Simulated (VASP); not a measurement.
# AgBr (Fm-3m) in VASP: notebook

Runs on AgBr. Level: r2SCAN. Tasks: single point.

All numbers are computed with VASP 6.6.1; they aren't measurements. Logs are shortened: lines on timing, memory, paths and dates and some standing lists are left out, and cuts for length are marked.

### 1 The cell of the first run

It takes space group Fm-3m (No. 225, cubic). Conventional cell: a = 5.883 Å, b = 5.883 Å, c = 5.883 Å, α = 90.00°, β = 90.00°, γ = 90.00°. Within 3.9 Å of Ag (site symmetry m-3m) lie 6 Br at 2.94 Å. Within 3.9 Å of Br (site symmetry m-3m) lie 6 Ag at 2.94 Å.

### 2 Single point, r2SCAN

Contents of POSCAR:

```
AgBr
1.0
    2.9412737835      2.9412737835      0.0000000000
   -2.9412737835      2.9412737835      0.0000000000
    0.0000000000      2.9412737835      2.9412737835
Ag Br
1 1
Direct
    0.0000000000      0.0000000000      0.0000000000
    0.5000000000      0.5000000000      0.0000000000
```

Contents of INCAR.step1:

```
SYSTEM = AgBr
  PREC = Accurate
  ENCUT = 550
  ISMEAR = 0
  SIGMA = 0.01
  LREAL = .FALSE.
  LASPH = .TRUE.
  NELM = 120
  NBANDS = 16
  GGA = PE
  ALGO = Normal
  EDIFF = 1E-5
  LWAVE = .TRUE.
  LCHARG = .FALSE.
  GGA_COMPAT = .FALSE.
```

Contents of INCAR.step2:

```
SYSTEM = AgBr
  PREC = Accurate
  ENCUT = 550
  EDIFF = 1E-6
  ISMEAR = 0
  SIGMA = 0.01
  LREAL = .FALSE.
  LASPH = .TRUE.
  NELM = 120
  ALGO = Normal
  ISIF = 2
  LWAVE = .FALSE.
  LCHARG = .FALSE.
  METAGGA = R2SCAN
  LMIXTAU = .TRUE.
  NBANDS = 16
  ISTART = 1
  GGA_COMPAT = .FALSE.
```

Contents of KPOINTS:

```
Automatic mesh
0
G
  8 8 8
  0 0 0
```

Potentials or basis: VASP PAW PBE potentials, release 64 (Ag, Br).

Run with:

```console
$ cat potpaw_PBE.64/Ag/POTCAR potpaw_PBE.64/Br/POTCAR > POTCAR
$ cp INCAR.step1 INCAR
$ mpirun -np 1 vasp_std > vasp.out
$ cp INCAR.step2 INCAR
$ mpirun -np 1 vasp_std > vasp.out
```

OUTCAR:

```text
SYSTEM = AgBr
   PREC = Accurate
   ENCUT = 550
   EDIFF = 1E-6
   ISMEAR = 0
   LREAL = .FALSE.
   LASPH = .TRUE.
   NELM = 120
   ISIF = 2
   METAGGA = R2SCAN
   ISTART = 1

 ion  position               nearest neighbor table
   1  0.000  0.000  0.000-   2 2.94   2 2.94   2 2.94   2 2.94   2 2.94   2 2.94
   2  0.500  0.500  0.000-   1 2.94   1 2.94   1 2.94   1 2.94   1 2.94   1 2.94

  LATTYP: Found a face centered cubic cell.
 ALAT       =     5.8825475670

  Lattice vectors:

 A1 = (   0.0000000000,   2.9412737835,   2.9412737835)
 A2 = (   2.9412737835,   0.0000000000,   2.9412737835)
 A3 = (   2.9412737835,   2.9412737835,   0.0000000000)

Analysis of symmetry for initial positions (statically):
=====================================================================
 Subroutine PRICEL returns:
 Original cell was already a primitive cell.

 Routine SETGRP: Setting up the symmetry group for a
 face centered cubic supercell.

 Subroutine GETGRP returns: Found 48 space group operations
 (whereof 48 operations were pure point group operations)
 out of a pool of 48 trial point group operations.

The static configuration has the point symmetry O_h .

Analysis of symmetry for dynamics (positions and initial velocities):
=====================================================================
 Subroutine PRICEL returns:
 Original cell was already a primitive cell.

 Routine SETGRP: Setting up the symmetry group for a
 face centered cubic supercell.

 Subroutine GETGRP returns: Found 48 space group operations
 (whereof 48 operations were pure point group operations)
 out of a pool of 48 trial point group operations.

The dynamic configuration has the point symmetry O_h .

 Subroutine INISYM returns: Found 48 space group operations
 (whereof 48 operations are pure point group operations),
 and found     1 'primitive' translations

----------------------------------------------------------------------------------------

                                     Primitive cell

  volume of cell :      50.8905

  direct lattice vectors                    reciprocal lattice vectors
     2.941273783  2.941273783  0.000000000     0.169994375  0.169994375 -0.169994375
    -2.941273783  2.941273783  0.000000000    -0.169994375  0.169994375 -0.169994375
     0.000000000  2.941273783  2.941273783     0.000000000  0.000000000  0.339988751

  length of vectors
     4.159589275  4.159589275  4.159589275     0.294438895  0.294438895  0.339988751

  position of ions in fractional coordinates (direct lattice)
     0.000000000  0.000000000  0.000000000
     0.500000000  0.500000000  0.000000000

  ion indices of the primitive-cell ions
   primitive index   ion index
                 1           1
                 2           2

----------------------------------------------------------------------------------------

 KPOINTS: Automatic mesh

Automatic generation of k-mesh.
 Grid dimensions read from file:
 generate k-points for:    8    8    8

 Generating k-lattice:

  Cartesian coordinates                     Fractional coordinates (reciprocal lattice)
     0.021249297  0.021249297 -0.021249297     0.125000000  0.000000000  0.000000000
    -0.021249297  0.021249297 -0.021249297     0.000000000  0.125000000  0.000000000
     0.000000000  0.000000000  0.042498594     0.000000000  0.000000000  0.125000000

  Length of vectors
     0.036804862  0.036804862  0.042498594

  Shift w.r.t. Gamma in fractional coordinates (k-lattice)
     0.000000000  0.000000000  0.000000000

 Subroutine IBZKPT returns following result:
 ===========================================

 Found     29 irreducible k-points:

 Following reciprocal coordinates:
            Coordinates               Weight
  0.000000  0.000000  0.000000      1.000000
  0.125000  0.000000  0.000000      8.000000
  0.250000  0.000000  0.000000      8.000000
  0.375000  0.000000  0.000000      8.000000
  0.500000  0.000000  0.000000      4.000000
  0.125000  0.125000  0.000000     12.000000
[... 16 lines left out ...]
  0.375000  0.250000  0.125000     48.000000
  0.500000  0.250000  0.125000     24.000000
 [... further k-points ...]
   k-points           NKPTS =     29   k-points in BZ     NKDIM =     29   number of bands    NBANDS=     16
   number of dos      NEDOS =    301   number of ions     NIONS =      2
   total plane-waves  NPLWV =  32768
   dimension x,y,z NGX =    32 NGY =   32 NGZ =   32
   dimension x,y,z NGXF=    64 NGYF=   64 NGZF=   64
   ions per type =               1   1
   NGX,Y,Z   is equivalent  to a cutoff of  12.79, 12.79, 12.79 a.u.
   NGXF,Y,Z  is equivalent  to a cutoff of  25.58, 25.58, 25.58 a.u.
 SYSTEM =  AgBr
   PREC   = accura    normal or accurate (medium, high low for compatibility)
   ISTART =      1    job   : 0-new  1-cont  2-samecut
   ICHARG =      0    charge: 1-file 2-atom 10-const
   ISPIN  =      1    spin polarized calculation?
   LNONCOLLINEAR =      F non collinear calculations
   LSORBIT =      F    spin-orbit coupling
   LASPH  =      T    aspherical Exc in radial PAW
   ENCUT  =  550.0 eV  40.42 Ry    6.36 a.u.   7.95  7.95  7.95*2*pi/ulx,y,z
   NELM   =    120;   NELMIN=  2; NELMDL=  0     # of ELM steps
   EDIFF  = 0.1E-05   stopping-criterion for ELM
   LREAL  =      F    real-space projection
   EDIFFG = 0.1E-04   stopping-criterion for IOM
   NSW    =      0    number of steps for IOM
   IBRION =     -1    ionic relax: 0-MD 1-quasi-New 2-CG
   NFREE  =      0    steps in history (QN), initial steepest desc. (CG)
   ISIF   =      2    stress and relaxation
   ISYM   =      2    0-nonsym 1-usesym 2-fastsym
   POTIM  = 0.5000    time-step for ionic-motion
   TEBEG  =    0.0;   TEEND  =   0.0 temperature during run
   PSTRESS=    0.0 pullay stress
   NELECT =      18.0000    total number of electrons
   NUPDOWN=      -1.0000    fix difference up-down
   EMIN   =  10.00;   EMAX   =-10.00  energy-range for DOS
   EFERMI =   0.00;   METHOD = LEGACY
   ISMEAR =     0;   SIGMA  =   0.01  broadening in eV -4-tet -1-fermi 0-gaus
   EFERMI_NEDOS =   21; number of points for ismear=-14 and -15
   IALGO  =     38    algorithm
   IMIX   =      4    mixing-type and parameters
     AMIX     =   0.40;   BMIX     =  1.00
     AMIX_MAG =   1.60;   BMIX_MAG =  1.00
  volume/ion in A,a.u.               =      25.45       171.71
  Fermi-wavevector in a.u.,A,eV,Ry     =   1.157764  2.187858 18.237502  1.340419
  Thomas-Fermi vector in A             =   2.294373
   LORBIT       =      0    0 simple, 1 ext, 2 COOP (PROOUT), +10 PAW based schemes
   METAGGA = R2SCAN    functional components
   LHFCALC =     F    Hartree Fock is set to
   AEXX    =    0.0000 exact exchange contribution
   IVDW    =     0    specifies the selected vdW correction
   LEPSILON=     F    determine dielectric tensor
   LRPA    =     F    only Hartree local field effects (RPA)
 non-spin polarized calculation
 Gauss-broadening in eV      SIGMA  =   0.01
  energy-cutoff  :      550.00
  volume of cell :       50.89
 maximum number of plane-waves:      1524
   NGX = 15   NGY = 15   NGZ = 15

 number of electron      18.0000002 magnetization

 Free energy of the ion-electron system (eV)
  ---------------------------------------------------
  ext. energy  EPLUGINS =         0.00000000
  ---------------------------------------------------
  free energy    TOTEN  =       -35.49790145 eV

  energy without entropy =      -35.49790145  energy(sigma->0) =      -35.49790145

 E-fermi :   2.5786     XC(G=0):  -9.9787

 val. band max:        2.4425254331   @ k =   0.5000   0.0000   0.0000
 cond. band min:       3.6959985007   @ k =   0.0000   0.0000   0.0000
 fundamental gap:      1.2534730676
 Fermi energy:         2.5786189959

 k-point     1 :       0.0000    0.0000    0.0000
  band No.  band energies     occupation
      1     -12.6947      2.00000
      2      -0.0425      2.00000
      3      -0.0425      2.00000
      4      -0.0425      2.00000
      5      -0.0340      2.00000
      6      -0.0340      2.00000
[... 8 lines left out ...]
     15      14.7839      0.00000
     16      14.7839      0.00000

 k-point     2 :       0.1250    0.0000    0.0000
  band No.  band energies     occupation
      1     -12.6447      2.00000
      2      -0.4249      2.00000
      3      -0.4249      2.00000
      4      -0.3660      2.00000
      5      -0.0067      2.00000
      6      -0.0067      2.00000
[... 8 lines left out ...]
     15      13.9169      0.00000
     16      14.2832      0.00000

 k-point     3 :       0.2500    0.0000    0.0000
  band No.  band energies     occupation
      1     -12.5199      2.00000
      2      -1.2719      2.00000
      3      -0.9124      2.00000
      4      -0.9124      2.00000
      5       0.0796      2.00000
      6       0.0796      2.00000
[... 8 lines left out ...]
     15      14.3491      0.00000
     16      14.3491      0.00000

 k-point     4 :       0.3750    0.0000    0.0000
  band No.  band energies     occupation
      1     -12.3881      2.00000
      2      -2.0138      2.00000
      3      -1.2374      2.00000
      4      -1.2374      2.00000
      5       0.1684      2.00000
      6       0.1684      2.00000
[... 8 lines left out ...]
     15      15.4268      0.00000
     16      15.4268      0.00000
[... 324 lines left out ...]
 k-point    22 :       0.2500    0.2500    0.1250
  band No.  band energies     occupation
      1     -12.4409      2.00000
      2      -1.6627      2.00000
      3      -0.9671      2.00000
      4      -0.5908      2.00000
      5       0.0374      2.00000
      6       0.1569      2.00000
[... 8 lines left out ...]
     15      16.3936      0.00000
     16      16.9405      0.00000

 k-point    23 :       0.3750    0.2500    0.1250
  band No.  band energies     occupation
      1     -12.3449      2.00000
      2      -1.8448      2.00000
      3      -1.2359      2.00000
      4      -0.9564      2.00000
      5       0.1146      2.00000
      6       0.2120      2.00000
[... 8 lines left out ...]
     15      16.7123      0.00000
     16      16.9340      0.00000

 k-point    24 :       0.5000    0.2500    0.1250
  band No.  band energies     occupation
      1     -12.3041      2.00000
      2      -1.8954      2.00000
      3      -1.2499      2.00000
      4      -1.2373      2.00000
      5       0.1667      2.00000
      6       0.2127      2.00000
[... 8 lines left out ...]
     15      15.5180      0.00000
     16      17.2587      0.00000

 [... further k-points ...]
[... 5 lines left out ...]
  --------------------------------------------------------------------------------------
  -------------------------------------------------------------------------------------
  Total       -0.6518031     -0.6518031     -0.6518031      0.0000000      0.0000000     -0.0000000
  in kB      -20.5206286    -20.5206286    -20.5206286      0.0000000      0.0000000     -0.0000000
  external PRESSURE =     -20.5206286 kB  Pullay stress =       0.0000000 kB

 VOLUME and BASIS-vectors are now :
 -----------------------------------------------------------------------------
  energy-cutoff  :      550.00
  volume of cell :       50.89
      direct lattice vectors                 reciprocal lattice vectors
     2.941273783  2.941273783  0.000000000     0.169994375  0.169994375 -0.169994375
    -2.941273783  2.941273783  0.000000000    -0.169994375  0.169994375 -0.169994375
     0.000000000  2.941273783  2.941273783     0.000000000  0.000000000  0.339988751

 POSITION                                       TOTAL-FORCE (eV/Angst)
 -----------------------------------------------------------------------------------
      0.00000      0.00000      0.00000         0.000000     -0.000000      0.000000
      0.00000      2.94127      0.00000        -0.000000      0.000000      0.000000
 -----------------------------------------------------------------------------------
    total drift:                                0.000000     -0.000000     -0.000000

  FREE ENERGIE OF THE ION-ELECTRON SYSTEM (eV)
  ---------------------------------------------------
  free  energy   TOTEN  =       -35.4979014545 eV

  energy  without entropy=      -35.4979014545  energy(sigma->0) =      -35.49790145
```

It took 44 s on 1 thread of AMD EPYC 9R45 (Zen 5), shared host; peak memory 0.17 GiB.

What came out:

```yaml
Free_energy: -35.4979 eV
Pressure: -2.1 GPa
Band_gap_on_the_k_mesh: 1.25 eV, indirect (least direct gap 3.01 eV)
```

Caveat: the PAW data sets were made with another functional, which shifts forces and pressure a little. A k mesh can miss the band edges.

### 3 Single point, r2SCAN

This run uses another cell than the first one, of 24.20 Å³/atom, 0.951 times its volume.

Contents of POSCAR:

```
AgBr
1.0
    2.8925452821      2.8925452821      0.0000000000
   -2.8925452821      2.8925452821      0.0000000000
    0.0000000000      2.8925452821      2.8925452821
Ag Br
1 1
Direct
    0.0000000000      0.0000000000      0.0000000000
    0.5000000000      0.5000000000      0.0000000000
```

Contents of INCAR.step1:

```
SYSTEM = AgBr
PREC     = Accurate       ! precision mode
ENCUT    = 550            ! plane-wave cutoff, eV
ISMEAR   = -1             ! smearing method
SIGMA    = 0.08           ! smearing width, eV
LREAL    = .False.        ! projectors in reciprocal space
LASPH    = .True.         ! aspherical terms in the spheres
NELM     = 120            ! most SCF steps
NBANDS   = 16             ! bands
GGA      = PE             ! functional
ALGO     = Normal         ! electronic algorithm
EDIFF    = 1E-5           ! SCF threshold, eV
LWAVE    = .True.         ! write WAVECAR
LCHARG   = .False.        ! write CHGCAR
GGA_COMPAT= .False.
```

Contents of INCAR.step2:

```
SYSTEM = AgBr
PREC     = Accurate       ! precision mode
ENCUT    = 550            ! plane-wave cutoff, eV
EDIFF    = 1E-6           ! SCF threshold, eV
ISMEAR   = -1             ! smearing method
SIGMA    = 0.08           ! smearing width, eV
LREAL    = .False.        ! projectors in reciprocal space
LASPH    = .True.         ! aspherical terms in the spheres
NELM     = 120            ! most SCF steps
ALGO     = Normal         ! electronic algorithm
ISIF     = 2              ! what is computed and relaxed
LWAVE    = .False.        ! write WAVECAR
LCHARG   = .False.        ! write CHGCAR
METAGGA  = R2SCAN         ! meta-GGA
LMIXTAU  = .True.       
NBANDS   = 16             ! bands
ISTART   = 1            
GGA_COMPAT= .False.
```

Contents of KPOINTS:

```
regular mesh
0
Gamma
  12 12 12
  0 0 0
```

Potentials or basis: VASP PAW PBE potentials, release 64 (Ag, Br).

Run with:

```console
$ cat potpaw_PBE.64/Ag/POTCAR potpaw_PBE.64/Br/POTCAR > POTCAR
$ cp INCAR.step1 INCAR
$ mpirun -np 1 vasp_std > vasp.out
$ cp INCAR.step2 INCAR
$ mpirun -np 1 vasp_std > vasp.out
```

Run time: 1.7 min. Hardware: 1 thread of AMD EPYC 9R45 (Zen 5), shared host; peak memory 0.2 GiB.

It converged, with:

```
Free energy            : -35.5144 eV
Pressure               : -0.1 GPa
Band gap on the k mesh : 1.25 eV, indirect (least direct gap 3.19 eV)
```

Levels at points of the mesh, in eV from the valence-band top:
```
           k point  band 6  band 7  band 8  band 9  band 10  band 11  band 12  band 13
(0.00, 0.00, 0.00)   -2.67   -1.94   -1.94   -1.94     1.25    10.42    10.42    10.42
(0.50, 0.00, 0.00)   -2.40   -2.06    0.00    0.00     4.30     7.09     7.41     7.41
(0.50, 0.50, 0.00)   -2.52   -2.30   -2.30   -2.19     2.19     7.45     9.61    11.77
```

Caveat: the PAW data sets were made with another functional, which shifts forces and pressure a little. r2SCAN opens gaps a little over a GGA but as a rule still falls short of measured ones.
